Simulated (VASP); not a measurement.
Runs of VASP 6.6.1 on Mg5Se. The structure is that of space group F-43m (No. 216), or close to it. The cells are those of the table. 

```csv
task,cell,k mesh,cutoff (eV),gap on the mesh (eV),pressure (GPa),relaxed volume (Å³/atom),largest force (eV/Å)
single point,"a = 5.845 Å, angles 60.0°, 6 atoms",8 × 8 × 8,520,none,-0.1,-,0.01
relaxation of cell and atoms,"relaxed from a = 5.372 Å, angles 60.0°, 6 atoms",4 × 4 × 4,600,none,-0.1,23.49,-
relaxation of cell and atoms,"relaxed from a = 5.827 Å, angles 60.0°, 6 atoms",8 × 8 × 8,600,none,0.1,(a),0.01
single point,"a = 5.372 Å, angles 60.0°, 6 atoms",4 × 4 × 4,520,none,14.2,-,-
single point,"a = 5.827 Å, angles 60.0°, 6 atoms",4 × 4 × 4,520,none,0.1,-,0.02
```

Alike in all rows: level PBE; potentials or basis VASP PAW PBE potentials, release 64 (Mg, Se); no spin polarisation; smearing gaussian 0.1 eV.

Problem. Fill in the values left out.

Solution. (a) 23.43.

Caveats: the volume moved by over 15 % at a fixed basis, so the end points are rough (some runs).

A k mesh can miss the band edges, and the runs leave out spin-orbit coupling on Se.

A gap of «none» marks levels without a gap at the run's occupations.
